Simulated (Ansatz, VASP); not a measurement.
# NaI in VASP and in Ansatz

File INCAR:

```
  PREC = Accurate
  ENCUT = 520
  EDIFF = 1E-6
  ISMEAR = 0
  SIGMA = 0.01
  LREAL = F
  LASPH = T
  NELM = 100
  ALGO = Normal
  ISIF = 2
  LWAVE = F
  LCHARG = F
  NBANDS = 14
```

The input KPOINTS:

```
regular mesh
0
Gamma
  6 6 6
```

File POSCAR:

```
NaI
1.0
    0.0000000000      3.1310871851      3.1310871851
    3.1310871851      0.0000000000      3.1310871851
    3.1310871851      3.1310871851      0.0000000000
Na I
1 1
Direct
    0.0000000000      0.0000000000      0.0000000000
    0.5000000000      0.5000000000      0.5000000000
```

Input for Ansatz:

```yaml
crystal:
  lattice:
    - [0.0, 3.13108718507, 3.13108718507]
    - [3.13108718507, 0.0, 3.13108718507]
    - [3.13108718507, 3.13108718507, 0.0]
  atoms:
    - { symbol: Na, position: [0.0, 0.0, 0.0] }
    - { symbol: I, position: [0.5, 0.5, 0.5] }
kpoints:
  mp_grid: { grid: [6, 6, 6] }
scf:
  occupations: { method: fixed }
hamiltonian:
  xc: lda
  pseudopotentials: { kind: paw }
output:
  forces: true
  stress: true
  eigenvalues: true
  eigenstates:
    nscf_kmesh: { grid: [10, 10, 10] }
    de_dk: true
    e_range: [-9, 13.61648167058]
  optics:
    e_range: [0, 20]
    de: 0.2
    sigma: 0.2
    bands: { spectra_wanted_up_to: 20 }
    nscf_kmesh: { grid: [10, 10, 10] }
checkpoint:
  write: ck
  write_wavefunctions: false
```

Alike in both runs: task single point; functional LDA; k mesh 6 × 6 × 6; no spin polarisation.

|  | VASP | Ansatz |
| --- | --- | --- |
| version | VASP 6.6.1 | Ansatz 0.2.0 |
| potentials or method | VASP PAW LDA potentials, release 64 (Na_pv, I) | PAW with Ansatz's default frozen-core files, scalar-relativistic |
| plane-wave cutoff (eV) | 520 | 420 |
| occupations | gaussian, width 0.01 eV | fixed |
| valence electrons in the cell | 14 | 26 |

Ansatz gave:

* gap on the k mesh at the Fermi level (eV): 3.62
* pressure (GPa): 0.0

Task: What did VASP give for the same quantities?

Result: gap on the k mesh at the Fermi level (eV): 3.63; pressure (GPa): 0.0.

LDA's correlation is that of Perdew and Zunger in VASP and of Perdew and Wang (1992) in Ansatz. VASP's potentials hold 14 valence electrons a cell and Ansatz's 26, so a difference there can come from the potentials and not from the codes.

Spin-orbit coupling is off throughout.
